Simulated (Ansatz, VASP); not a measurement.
**Sc: VASP beside Ansatz**

```
CELL_PARAMETERS angstrom
-1.73446 1.73446 1.73446
1.73446 -1.73446 1.73446
1.73446 1.73446 -1.73446
ATOMIC_POSITIONS crystal
Sc 0.00000 0.00000 0.00000
```

Alike in both runs: task single point; functional LDA; k mesh 17 × 17 × 17; occupations fermi-dirac, width 0.05 eV; no spin polarisation.

|  | VASP | Ansatz |
| --- | --- | --- |
| version | VASP 6.6.1 | Ansatz 0.2.0 |
| potentials or method | VASP PAW LDA potentials, release 64 (Sc_sv), cutoff 520 eV | all-electron LAPW, scalar-relativistic |

|  | VASP | Ansatz | Ansatz less VASP |
| --- | --- | --- | --- |
| gap on the k mesh at the Fermi level (eV) | none | none | - |
| pressure (GPa) | 5.7 | 5.6 | -0.12 |

LDA's correlation is that of Perdew and Zunger in VASP and of Perdew and Wang (1992) in Ansatz. A gap of «none» marks a metal or a gap that the smearing closes. Ansatz ran all-electron here, and VASP with PAW potentials.
